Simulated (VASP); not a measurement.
# AlP (F-43m) in VASP: a series of runs

Runs on AlP. Level: RPBE. Tasks: single point.

All numbers are computed with VASP 6.6.1; they aren't measurements. Logs are shortened: lines on timing, memory, paths and dates and some standing lists are left out, and cuts for length are marked.

## Step 1: The cell of the first run

The structure is cubic, space group F-43m (No. 216). The conventional cell has a = 5.451 Å, b = 5.451 Å, c = 5.451 Å, α = 90.00°, β = 90.00°, γ = 90.00°. Within 3.1 Å of Al (site symmetry -43m) lie 4 P at 2.36 Å. P (site symmetry -43m) has 4 Al at 2.36 Å within 3.1 Å.

## Step 2: Single point, RPBE

Input file INCAR:

```
SYSTEM = AlP
PREC     = Accurate       ! precision mode
ENCUT    = 500            ! plane-wave cutoff, eV
EDIFF    = 1E-6           ! SCF threshold, eV
ISMEAR   = 0              ! smearing method
SIGMA    = 0.05           ! smearing width, eV
LREAL    = .False.        ! projectors in reciprocal space
LASPH    = .True.         ! aspherical terms in the spheres
NELM     = 120            ! most SCF steps
ALGO     = Normal         ! electronic algorithm
ISIF     = 2              ! what is computed and relaxed
LWAVE    = .False.        ! write WAVECAR
LCHARG   = .False.        ! write CHGCAR
GGA      = RP             ! functional
NBANDS   = 11             ! bands
GGA_COMPAT= .False.
```

Input file KPOINTS:

```
regular mesh
0
Gamma
  8 8 8
  0 0 0
```

Input file POSCAR:

```
AlP
1.0
    0.0000000000      2.7254991651      2.7254991651
    2.7254991651      0.0000000000      2.7254991651
    2.7254991651      2.7254991651      0.0000000000
Al P
1 1
Direct
    0.0000000000      0.0000000000      0.0000000000
    0.7500000000      0.7500000000      0.7500000000
```

Potentials or basis: VASP PAW PBE potentials, release 64 (Al, P).

Run with:

```console
$ cat potpaw_PBE.64/Al/POTCAR potpaw_PBE.64/P/POTCAR > POTCAR
$ mpirun -np 1 vasp_std > vasp.out
```

OUTCAR:

```text
SYSTEM = AlP
   PREC = Accurate
   ENCUT = 500
   EDIFF = 1E-6
   ISMEAR = 0
   LREAL = .False.
   LASPH = .True.
   NELM = 120
   ISIF = 2
   GGA = RP

 ion  position               nearest neighbor table
   1  0.000  0.000  0.000-   2 2.36   2 2.36   2 2.36   2 2.36
   2  0.750  0.750  0.750-   1 2.36   1 2.36   1 2.36   1 2.36

  LATTYP: Found a face centered cubic cell.
 ALAT       =     5.4509983302

  Lattice vectors:

 A1 = (   0.0000000000,   2.7254991651,   2.7254991651)
 A2 = (   2.7254991651,   0.0000000000,   2.7254991651)
 A3 = (   2.7254991651,   2.7254991651,   0.0000000000)

Analysis of symmetry for initial positions (statically):
=====================================================================
 Subroutine PRICEL returns:
 Original cell was already a primitive cell.

 Routine SETGRP: Setting up the symmetry group for a
 face centered cubic supercell.

 Subroutine GETGRP returns: Found 24 space group operations
 (whereof 24 operations were pure point group operations)
 out of a pool of 48 trial point group operations.

The static configuration has the point symmetry T_d .

Analysis of symmetry for dynamics (positions and initial velocities):
=====================================================================
 Subroutine PRICEL returns:
 Original cell was already a primitive cell.

 Routine SETGRP: Setting up the symmetry group for a
 face centered cubic supercell.

 Subroutine GETGRP returns: Found 24 space group operations
 (whereof 24 operations were pure point group operations)
 out of a pool of 48 trial point group operations.

The dynamic configuration has the point symmetry T_d .

 Subroutine INISYM returns: Found 24 space group operations
 (whereof 24 operations are pure point group operations),
 and found     1 'primitive' translations

----------------------------------------------------------------------------------------

                                     Primitive cell

  volume of cell :      40.4919

  direct lattice vectors                    reciprocal lattice vectors
     0.000000000  2.725499165  2.725499165    -0.183452634  0.183452634  0.183452634
     2.725499165  0.000000000  2.725499165     0.183452634 -0.183452634  0.183452634
     2.725499165  2.725499165  0.000000000     0.183452634  0.183452634 -0.183452634

  length of vectors
     3.854437884  3.854437884  3.854437884     0.317749282  0.317749282  0.317749282

  position of ions in fractional coordinates (direct lattice)
     0.000000000  0.000000000  0.000000000
     0.750000000  0.750000000  0.750000000

  ion indices of the primitive-cell ions
   primitive index   ion index
                 1           1
                 2           2

----------------------------------------------------------------------------------------

 KPOINTS: regular mesh

Automatic generation of k-mesh.
 Grid dimensions read from file:
 generate k-points for:    8    8    8

 Generating k-lattice:

  Cartesian coordinates                     Fractional coordinates (reciprocal lattice)
    -0.022931579  0.022931579  0.022931579     0.125000000  0.000000000  0.000000000
     0.022931579 -0.022931579  0.022931579     0.000000000  0.125000000  0.000000000
     0.022931579  0.022931579 -0.022931579     0.000000000  0.000000000  0.125000000

  Length of vectors
     0.039718660  0.039718660  0.039718660

  Shift w.r.t. Gamma in fractional coordinates (k-lattice)
     0.000000000  0.000000000  0.000000000

 Subroutine IBZKPT returns following result:
 ===========================================

 Found     29 irreducible k-points:

 Following reciprocal coordinates:
            Coordinates               Weight
  0.000000  0.000000  0.000000      1.000000
  0.125000  0.000000  0.000000      8.000000
  0.250000  0.000000  0.000000      8.000000
  0.375000  0.000000  0.000000      8.000000
  0.500000  0.000000  0.000000      4.000000
  0.125000  0.125000  0.000000      6.000000
[... 16 lines left out ...]
  0.500000  0.250000  0.125000     48.000000
 -0.375000  0.250000  0.125000     24.000000
 [... further k-points ...]
   k-points           NKPTS =     29   k-points in BZ     NKDIM =     29   number of bands    NBANDS=     11
   number of dos      NEDOS =    301   number of ions     NIONS =      2
   total plane-waves  NPLWV =  21952
   dimension x,y,z NGX =    28 NGY =   28 NGZ =   28
   dimension x,y,z NGXF=    56 NGYF=   56 NGZF=   56
   ions per type =               1   1
   NGX,Y,Z   is equivalent  to a cutoff of  12.08, 12.08, 12.08 a.u.
   NGXF,Y,Z  is equivalent  to a cutoff of  24.15, 24.15, 24.15 a.u.
 SYSTEM =  AlP
   PREC   = accura    normal or accurate (medium, high low for compatibility)
   ISTART =      0    job   : 0-new  1-cont  2-samecut
   ICHARG =      2    charge: 1-file 2-atom 10-const
   ISPIN  =      1    spin polarized calculation?
   LNONCOLLINEAR =      F non collinear calculations
   LSORBIT =      F    spin-orbit coupling
   LASPH  =      T    aspherical Exc in radial PAW
   ENCUT  =  500.0 eV  36.75 Ry    6.06 a.u.   7.03  7.03  7.03*2*pi/ulx,y,z
   NELM   =    120;   NELMIN=  2; NELMDL= -5     # of ELM steps
   EDIFF  = 0.1E-05   stopping-criterion for ELM
   LREAL  =      F    real-space projection
   EDIFFG = 0.1E-04   stopping-criterion for IOM
   NSW    =      0    number of steps for IOM
   IBRION =     -1    ionic relax: 0-MD 1-quasi-New 2-CG
   NFREE  =      0    steps in history (QN), initial steepest desc. (CG)
   ISIF   =      2    stress and relaxation
   ISYM   =      2    0-nonsym 1-usesym 2-fastsym
   POTIM  = 0.5000    time-step for ionic-motion
   TEBEG  =    0.0;   TEEND  =   0.0 temperature during run
   PSTRESS=    0.0 pullay stress
   NELECT =       8.0000    total number of electrons
   NUPDOWN=      -1.0000    fix difference up-down
   EMIN   =  10.00;   EMAX   =-10.00  energy-range for DOS
   EFERMI =   0.00;   METHOD = LEGACY
   ISMEAR =     0;   SIGMA  =   0.05  broadening in eV -4-tet -1-fermi 0-gaus
   EFERMI_NEDOS =   21; number of points for ismear=-14 and -15
   IALGO  =     38    algorithm
   IMIX   =      4    mixing-type and parameters
     AMIX     =   0.40;   BMIX     =  1.00
     AMIX_MAG =   1.60;   BMIX_MAG =  1.00
  volume/ion in A,a.u.               =      20.25       136.63
  Fermi-wavevector in a.u.,A,eV,Ry     =   0.953488  1.801832 12.369604  0.909140
  Thomas-Fermi vector in A             =   2.082148
   LORBIT       =      0    0 simple, 1 ext, 2 COOP (PROOUT), +10 PAW based schemes
   GGA     = RP    functional components
   LHFCALC =     F    Hartree Fock is set to
   AEXX    =    0.0000 exact exchange contribution
   IVDW    =     0    specifies the selected vdW correction
   LEPSILON=     F    determine dielectric tensor
   LRPA    =     F    only Hartree local field effects (RPA)
 non-spin polarized calculation
 Gauss-broadening in eV      SIGMA  =   0.05
  energy-cutoff  :      500.00
  volume of cell :       40.49
 maximum number of plane-waves:      1056
   NGX = 13   NGY = 13   NGZ = 13

 number of electron       8.0000000 magnetization

 Free energy of the ion-electron system (eV)
  ---------------------------------------------------
  ext. energy  EPLUGINS =         0.00000000
  ---------------------------------------------------
  free energy    TOTEN  =        -9.80977010 eV

  energy without entropy =       -9.80977010  energy(sigma->0) =       -9.80977010

 E-fermi :   4.9163     XC(G=0):  -9.1095

 val. band max:        4.6997164283   @ k =   0.0000   0.0000   0.0000
 cond. band min:       6.3481203808   @ k =   0.5000   0.5000   0.0000
 fundamental gap:      1.6484039525
 Fermi energy:         4.9163027083

 k-point     1 :       0.0000    0.0000    0.0000
  band No.  band energies     occupation
      1      -6.8087      2.00000
      2       4.6997      2.00000
      3       4.6997      2.00000
      4       4.6997      2.00000
      5       8.1885      0.00000
      6       9.3005      0.00000
      7       9.3005      0.00000
      8       9.3005      0.00000
      9      13.5105      0.00000
     10      13.5105      0.00000
     11      15.2505      0.00000

 k-point     2 :       0.1250    0.0000    0.0000
  band No.  band energies     occupation
      1      -6.6359      2.00000
      2       3.4946      2.00000
      3       4.5519      2.00000
      4       4.5519      2.00000
      5       8.5439      0.00000
      6       9.5846      0.00000
      7       9.5846      0.00000
      8       9.8861      0.00000
      9      13.0399      0.00000
     10      13.0399      0.00000
     11      15.8501      0.00000

 k-point     3 :       0.2500    0.0000    0.0000
  band No.  band energies     occupation
      1      -6.1495      2.00000
      2       1.5480      2.00000
      3       4.2580      2.00000
      4       4.2580      2.00000
      5       8.1404      0.00000
      6       9.8878      0.00000
      7       9.8878      0.00000
      8      11.7690      0.00000
      9      13.0344      0.00000
     10      13.0344      0.00000
     11      15.2495      0.00000

 k-point     4 :       0.3750    0.0000    0.0000
  band No.  band energies     occupation
      1      -5.4961      2.00000
      2      -0.0961      2.00000
      3       4.0226      2.00000
      4       4.0226      2.00000
      5       7.7652      0.00000
      6       9.6941      0.00000
      7       9.6941      0.00000
      8      13.0135      0.00000
      9      14.4360      0.00000
     10      14.4360      0.00000
     11      15.5368      0.00000

 k-point     5 :       0.5000    0.0000    0.0000
  band No.  band energies     occupation
      1      -5.1259      2.00000
      2      -0.8091      2.00000
      3       3.9372      2.00000
      4       3.9372      2.00000
      5       7.6303      0.00000
      6       9.5501      0.00000
      7       9.5501      0.00000
      8      13.1214      0.00000
      9      16.2151      0.00000
     10      16.2151      0.00000
     11      16.7605      0.00000
[... 211 lines left out ...]
 k-point    21 :       0.5000    0.5000    0.0000
  band No.  band energies     occupation
      1      -4.4608      2.00000
      2      -0.5861      2.00000
      3       2.5983      2.00000
      4       2.5983      2.00000
      5       6.3481      0.00000
      6       7.2428      0.00000
      7      15.9024      0.00000
      8      15.9024      0.00000
      9      16.7828      0.00000
     10      16.7828      0.00000
     11      16.9686      0.00000

 k-point    22 :       0.3750    0.2500    0.1250
  band No.  band energies     occupation
      1      -5.7377      2.00000
      2       1.2271      2.00000
      3       2.8127      2.00000
      4       3.7898      2.00000
      5       8.6208      0.00000
      6       9.6219      0.00000
      7      10.2056      0.00000
      8      11.5719      0.00000
      9      13.1147      0.00000
     10      15.5569      0.00000
     11      17.7519      0.00000

 k-point    23 :       0.5000    0.2500    0.1250
  band No.  band energies     occupation
      1      -5.1392      2.00000
      2       0.1124      2.00000
      3       2.2520      2.00000
      4       3.4073      2.00000
      5       8.7205      0.00000
      6       9.5728      0.00000
      7      10.8108      0.00000
      8      11.8693      0.00000
      9      14.2524      0.00000
     10      16.1512      0.00000
     11      17.6098      0.00000

 k-point    24 :      -0.3750    0.2500    0.1250
  band No.  band energies     occupation
      1      -4.8118      2.00000
      2      -0.4490      2.00000
      3       2.1196      2.00000
      4       3.2198      2.00000
      5       8.7150      0.00000
      6       9.3110      0.00000
      7      11.6469      0.00000
      8      12.4789      0.00000
      9      13.7828      0.00000
     10      16.2492      0.00000
     11      17.5122      0.00000

 [... further k-points ...]
[... 5 lines left out ...]
  --------------------------------------------------------------------------------------
  -------------------------------------------------------------------------------------
  Total        1.0572243      1.0572243      1.0572243      0.0000000      0.0000000      0.0000000
  in kB       41.8320908     41.8320908     41.8320908      0.0000000      0.0000000      0.0000000
  external PRESSURE =      41.8320908 kB  Pullay stress =       0.0000000 kB

 VOLUME and BASIS-vectors are now :
 -----------------------------------------------------------------------------
  energy-cutoff  :      500.00
  volume of cell :       40.49
      direct lattice vectors                 reciprocal lattice vectors
     0.000000000  2.725499165  2.725499165    -0.183452634  0.183452634  0.183452634
     2.725499165  0.000000000  2.725499165     0.183452634 -0.183452634  0.183452634
     2.725499165  2.725499165  0.000000000     0.183452634  0.183452634 -0.183452634

 POSITION                                       TOTAL-FORCE (eV/Angst)
 -----------------------------------------------------------------------------------
      0.00000      0.00000      0.00000         0.000000      0.000000      0.000000
      4.08825      4.08825      4.08825        -0.000000     -0.000000     -0.000000
 -----------------------------------------------------------------------------------
    total drift:                               -0.000000     -0.000000     -0.000000

  FREE ENERGIE OF THE ION-ELECTRON SYSTEM (eV)
  ---------------------------------------------------
  free  energy   TOTEN  =        -9.8097701012 eV

  energy  without entropy=       -9.8097701012  energy(sigma->0) =       -9.80977010
```

Wall time 22 s (1 thread of Intel Xeon 8259CL, shared host); peak memory 0.15 GiB.

Results:

```yaml
Free_energy: -9.8098 eV
Pressure: 4.2 GPa
Band_gap_on_the_k_mesh: 1.65 eV, indirect (least direct gap 3.49 eV)
```

Caveat: the PAW data sets were made with another functional, which shifts forces and pressure a little. A k mesh can miss the band edges.

## Step 3: Single point, RPBE (volume scaled by 0.96)

Input file INCAR:

```
ALGO = Normal
EDIFF = 1E-6
ENCUT = 500
GGA = RP
GGA_COMPAT = F
ISIF = 2
ISMEAR = 0
LASPH = T
LCHARG = F
LREAL = F
LWAVE = F
NBANDS = 11
NELM = 120
PREC = Accurate
SIGMA = 0.05
```

Input file KPOINTS:

```
k-points
0
Gamma
  8 8 8
```

Input file POSCAR:

```
AlP
1.0
    0.0000000000      2.7345838112      2.7345838112
    2.7345838112      0.0000000000      2.7345838112
    2.7345838112      2.7345838112      0.0000000000
Al P
1 1
Direct
    0.0000000000      0.0000000000      0.0000000000
    0.7500000000      0.7500000000      0.7500000000
```

Potentials or basis: VASP PAW PBE potentials, release 64 (Al, P).

Run with:

```console
$ cat potpaw_PBE.64/Al/POTCAR potpaw_PBE.64/P/POTCAR > POTCAR
$ mpirun -np 1 vasp_std > vasp.out
```

It took 25 s on 1 thread of Intel Xeon 8259CL, shared host; peak memory 0.15 GiB.

Results (log left out):

* Free energy: -9.8192 eV
* Pressure: 3.2 GPa
* Band gap on the k mesh: 1.67 eV, indirect (least direct gap 3.40 eV)

Levels at points of the mesh, in eV from the valence-band top:
```
           k point  band 2  band 3  band 4  band 5  band 6  band 7
(0.00, 0.00, 0.00)    0.00    0.00    0.00    3.40    4.59    4.59
(0.50, 0.00, 0.00)   -5.46   -0.76   -0.76    2.89    4.85    4.85
(0.50, 0.50, 0.00)   -5.25   -2.08   -2.08    1.67    2.55   11.12
```

Caveat: the PAW data sets were made with another functional, which shifts forces and pressure a little. A k mesh can miss the band edges.
